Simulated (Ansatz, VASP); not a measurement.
## SrHf in VASP and in Ansatz

```xyz
2
Lattice="0.0000 3.5556 3.5556 3.5556 0.0000 3.5556 3.5556 3.5556 0.0000" Properties=species:S:1:pos:R:3 pbc="T T T"
Sr    0.0000    0.0000    0.0000
Hf    1.7778    1.7778    1.7778
```

Alike in both runs: functional PBE; k mesh 14 × 14 × 14; occupations gaussian, width 0.1 eV; no spin polarisation.

Ansatz relaxed the structure, and its values are those at the end. VASP's run is a single point on that final structure, the one shown.

```csv
,VASP,Ansatz
version,VASP 6.6.1,Ansatz 0.2.0
potentials or method,"VASP PAW PBE potentials, release 64 (Sr_sv, Hf_pv), cutoff 520 eV","scalar-relativistic, plane waves, PAW"
valence electrons in the cell,20,36
```

|  | VASP | Ansatz | Ansatz less VASP |
| --- | --- | --- | --- |
| gap on the k mesh at the Fermi level (eV) | none | none | - |
| pressure (GPa) | 0.0 | 0.0 | +0.05 |

A gap of «none» marks a metal or a gap that the smearing closes. With one functional, cell and mesh, what is left measures potentials, basis and numerics. VASP's potentials hold 20 valence electrons a cell and Ansatz's 36, so a difference there can come from the potentials and not from the codes.

Spin-orbit coupling is off throughout.
